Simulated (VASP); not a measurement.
# Al7GaP8 (P1) in VASP: a series of runs, part 2 of 2

VASP 6.6.1. Earlier steps stand in the parts before.

### 3 Single point, PBEsol

Input file INCAR:

```
ALGO     = Normal         # electronic algorithm
EDIFF    = 1E-6           # SCF threshold, eV
ENCUT    = 520            # plane-wave cutoff, eV
GGA      = PS             # functional
ISIF     = 2              # what is computed and relaxed
ISMEAR   = -1             # smearing method
LASPH    = True           # aspherical terms in the spheres
LCHARG   = True           # write CHGCAR
LELF     = True           # ELF
LREAL    = Auto         
LVHAR    = True         
LWAVE    = False          # write WAVECAR
NBANDS   = 51             # bands
NELECT   = 73.0         
NELM     = 100            # most SCF steps
PREC     = Accurate       # precision mode
SIGMA    = 0.05           # smearing width, eV
```

Input file KPOINTS:

```
Automatic mesh
0
Gamma
  2 2 2
  0.5 0.5 0.5
```

Input file POSCAR:

```
Al7GaP8
1.0
    7.7165660000      0.0000000000      0.0000000000
    0.0000000000      6.6827430000      0.0000000000
    0.0000000000      0.0000000000      6.3353300000
Al Ga P
7 1 8
Direct
    0.9827040000      0.3409820000      0.0065270000
    0.5025680000      0.3296650000      0.9841660000
    0.2576040000      0.8226720000      0.9838700000
    0.7492960000      0.8477330000      0.9677320000
    0.2803730000      0.1500940000      0.5149070000
    0.7472180000      0.1444780000      0.4777920000
    0.5081560000      0.6628190000      0.4897100000
    0.0037410000      0.6718300000      0.4843290000
    0.9879550000      0.3295820000      0.3927160000
    0.5193260000      0.3478200000      0.3904860000
    0.2291880000      0.8733600000      0.3843890000
    0.7419010000      0.8458570000      0.3680600000
    0.2578170000      0.1835590000      0.8565690000
    0.9895750000      0.6848180000      0.8458780000
    0.7650370000      0.1927920000      0.8746140000
    0.4923480000      0.6901840000      0.8948780000
```

Potentials or basis: VASP PAW PBE potentials, release 64 (Al, Ga_d, P).

Run with:

```console
$ cat potpaw_PBE.64/Al/POTCAR potpaw_PBE.64/Ga_d/POTCAR potpaw_PBE.64/P/POTCAR > POTCAR
$ mpirun -np 1 vasp_std > vasp.out
```

OUTCAR:

```text
EDIFF = 1E-6
   ENCUT = 520
   GGA = PS
   ISIF = 2
   ISMEAR = -1
   LASPH = True
   LREAL = Auto
   NELECT = 73.0
   NELM = 100
   PREC = Accurate

 ion  position               nearest neighbor table
   1  0.983  0.341  0.007-  15 2.12   9 2.45  14 2.51  13 2.55
   2  0.503  0.330  0.984-  13 2.27  15 2.33  16 2.48  10 2.58
   3  0.258  0.823  0.984-  16 2.09  14 2.43  13 2.54  11 2.57
   4  0.749  0.848  0.968-  14 2.28  16 2.29  15 2.38  12 2.54
   5  0.280  0.150  0.515-  11 2.06  13 2.18  10 2.40   9 2.67
   6  0.747  0.144  0.478-  12 2.11  10 2.29   9 2.30  15 2.54
[... 8 lines left out ...]
  15  0.765  0.193  0.875-   1 2.12   2 2.33   4 2.38   6 2.54
  16  0.492  0.690  0.895-   3 2.09   4 2.29   2 2.48   7 2.58

  LATTYP: Found a simple orthorhombic cell.
 ALAT       =     6.3353300000
 B/A-ratio  =     1.0548373960
 C/A-ratio  =     1.2180211607

  Lattice vectors:

 A1 = (   0.0000000000,   0.0000000000,  -6.3353300000)
 A2 = (   0.0000000000,   6.6827430000,   0.0000000000)
 A3 = (   7.7165660000,   0.0000000000,   0.0000000000)
[... 186 lines left out ...]
 fundamental gap:      0.0767669224
 Fermi energy:         4.2229991928

 k-point     1 :       0.2500    0.2500    0.2500
  band No.  band energies     occupation
      1      -9.8182      2.00000
      2      -9.7983      2.00000
      3      -9.7659      2.00000
      4      -9.7017      2.00000
      5      -9.6805      2.00000
      6      -6.8325      2.00000
[... 193 lines left out ...]
     47       8.5919      0.00000
     48       8.6850      0.00000
 [bands above 48 left out]

------------------------ aborting loop because EDIFF is reached ----------------------------------------

  FORCE on cell =-STRESS in cart. coord.  units (eV):
  Direction    XX          YY          ZZ          XY          YZ          ZX
  --------------------------------------------------------------------------------------
  -------------------------------------------------------------------------------------
  Total       -0.0705811      2.9796378     -9.5780625      4.1534252      8.7071767     -0.5080081
  in kB       -0.3461393     14.6125491    -46.9721210     20.3689622     42.7011789     -2.4913409
  external PRESSURE =     -10.9019037 kB  Pullay stress =       0.0000000 kB

 VOLUME and BASIS-vectors are now :
 -----------------------------------------------------------------------------
  energy-cutoff  :      520.00
  volume of cell :      326.70
      direct lattice vectors                 reciprocal lattice vectors
     7.716566000  0.000000000  0.000000000     0.129591323  0.000000000  0.000000000
     0.000000000  6.682743000  0.000000000     0.000000000  0.149639153  0.000000000
     0.000000000  0.000000000  6.335330000     0.000000000  0.000000000  0.157844974

 POSITION                                       TOTAL-FORCE (eV/Angst)
 -----------------------------------------------------------------------------------
      7.58310      2.27870      0.04135         2.868168      1.445810      0.903510
      3.87810      2.20307      6.23502         0.404638      0.921338      1.007280
      1.98782      5.49771      6.23314        -3.339246      2.322117      1.288002
      5.78199      5.66518      6.13090        -0.018251      0.767098      1.154231
      2.16352      1.00304      3.26211         0.207801      4.024576     -0.323020
      5.76596      0.96551      3.02697         0.465086      2.543194      2.116103
[... 8 lines left out ...]
      5.90346      1.28838      5.54097        -2.399308     -1.914075     -1.791109
      3.79924      4.61232      5.66935         2.459573     -2.295931     -1.983023
 -----------------------------------------------------------------------------------
    total drift:                                0.000905     -0.000414      0.001512

  FREE ENERGIE OF THE ION-ELECTRON SYSTEM (eV)
  ---------------------------------------------------
  free  energy   TOTEN  =       -87.6280543089 eV

  energy  without entropy=      -87.5751231702  energy(sigma->0) =      -87.60158874
```

Wall time 51 s (1 thread of AMD EPYC 9R45 (Zen 5), shared host); peak memory 0.34 GiB.

Results:

- Free energy: -87.6281 eV
- Largest force: 5.238 eV/Å

Forces in eV/Å, atoms in the order of the input:
```
Al   2.868  1.446  0.904
Al   0.405  0.921  1.007
Al  -3.339  2.322  1.288
Al  -0.018  0.767  1.154
Al   0.208  4.025 -0.323
Al   0.465  2.543  2.116
Al  -0.963  1.807  1.281
Ga  -0.657 -0.216  0.017
P    1.418  0.417 -1.095
P   -1.147 -1.427 -1.719
P    0.577 -4.389 -2.801
P    0.424 -2.761 -1.632
P   -1.298 -0.442  2.351
P    0.997 -0.804  1.226
P   -2.399 -1.914 -1.791
P    2.460 -2.296 -1.983
```

Levels at points of the mesh, in eV from the Fermi level:
```tsv
k point	band 33	band 34	band 35	band 36	band 37	band 38	band 39	band 40
(0.25, 0.25, 0.25)	-0.78	-0.65	-0.48	-0.25	0.06	2.41	2.87	3.07
```

Caveat: the k points lie up to 0.50 Å⁻¹ apart; the cell carries a net charge on a neutralising background, which shifts energy and pressure; the cell is charged against a uniform background, so pressure and absolute levels hang on convention; the PAW data sets were made with another functional, which shifts forces and pressure a little.

### 4 Single point, PBEsol+D4

Input file INCAR:

```
  ALGO = Normal
  EDIFF = 1E-7
  ENCUT = 520
  GGA = PS
  ISIF = 2
  ISMEAR = -1
  IVDW = 13
  LASPH = True
  LCHARG = False
  LREAL = Auto
  LWAVE = False
  NBANDS = 51
  NELM = 100
  PREC = Accurate
  SIGMA = 0.05
```

KPOINTS is that of step 3.

POSCAR is that of step 3.

Run with:

```console
$ cat potpaw_PBE.64/Al/POTCAR potpaw_PBE.64/Ga_d/POTCAR potpaw_PBE.64/P/POTCAR > POTCAR
$ mpirun -np 1 vasp_std > vasp.out
```

It took 55 s on 1 thread of AMD EPYC 9R45 (Zen 5), shared host; peak memory 0.34 GiB.

Results (log left out):

* Free energy: -86.3501 eV
* Pressure: 1.8 GPa
* Largest force: 5.502 eV/Å
* Band gap on the k mesh: 2.16 eV, direct
* Dispersion energy per atom: -0.192 eV

Forces in eV/Å, atoms in the order of the input:
```
Al   2.908  1.526  1.009
Al   0.373  0.954  1.048
Al  -3.258  2.543  1.317
Al   0.015  0.823  1.191
Al  -0.206  4.213 -0.554
Al   0.340  2.795  1.943
Al  -1.266  1.958  1.148
Ga  -0.865 -0.235 -0.193
P    1.726  0.381 -1.066
P   -1.053 -1.647 -1.641
P    0.925 -4.678 -2.746
P    0.574 -2.722 -1.514
P   -1.198 -0.579  2.461
P    0.907 -0.897  1.386
P   -2.449 -1.994 -1.804
P    2.525 -2.442 -1.987
```

Stress tensor (GPa, compression positive):
```
 2.43  1.61 -0.16
 1.61  4.30  4.01
-0.16  4.01 -1.35
```

Levels at points of the mesh, in eV from the valence-band top:
```csv
k point,band 34,band 35,band 36,band 37,band 38,band 39,band 40,band 41
"(0.25, 0.25, 0.25)",-0.81,-0.63,-0.39,-0.01,2.20,2.66,2.86,3.05
```

Caveat: the PAW data sets were made with another functional, which shifts forces and pressure a little. Expect the measured gap to be larger: semilocal functionals such as PBEsol lack the derivative discontinuity.
